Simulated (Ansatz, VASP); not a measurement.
# One calculation of KI, two programs

```
K I
1.0
     0.00000    7.06555    7.06555
     7.06555    0.00000    7.06555
     7.06555    7.06555    0.00000
K I
8 8
Direct
  0.00000 0.00000 0.00000
  0.00000 0.00000 0.50000
  0.00000 0.50000 0.00000
  0.00000 0.50000 0.50000
  0.50000 0.00000 0.00000
  0.50000 0.00000 0.50000
  0.50000 0.50000 0.00000
  0.50000 0.50000 0.50000
  0.25000 0.25000 0.25000
  0.25000 0.25000 0.75000
  0.25000 0.75000 0.25000
  0.25000 0.75000 0.75000
  0.75000 0.25000 0.25000
  0.75000 0.25000 0.75000
  0.75000 0.75000 0.25000
  0.75000 0.75000 0.75000
```

Alike in both runs: task electric field gradients; functional PBE; k mesh 3 × 3 × 3; no spin polarisation.

|  | VASP | Ansatz |
| --- | --- | --- |
| version | VASP 6.6.1 | Ansatz 0.2.0 |
| potentials or method | VASP PAW PBE potentials, release 64 (K_sv, I) | plane-wave PAW, scalar-relativistic |
| plane-wave cutoff (eV) | 520 | 420 |
| occupations | gaussian, width 0.01 eV | fixed |
| valence electrons in the cell | 128 | 208 |

Ansatz gave:

```
gap on the k mesh at the Fermi level (eV) : 3.97
```

What did VASP give for the same quantities?

gap on the k mesh at the Fermi level (eV): 3.96.

VASP's potentials hold 128 valence electrons a cell and Ansatz's 208, so a difference there can come from the potentials and not from the codes.

Neither program's run includes spin-orbit coupling.
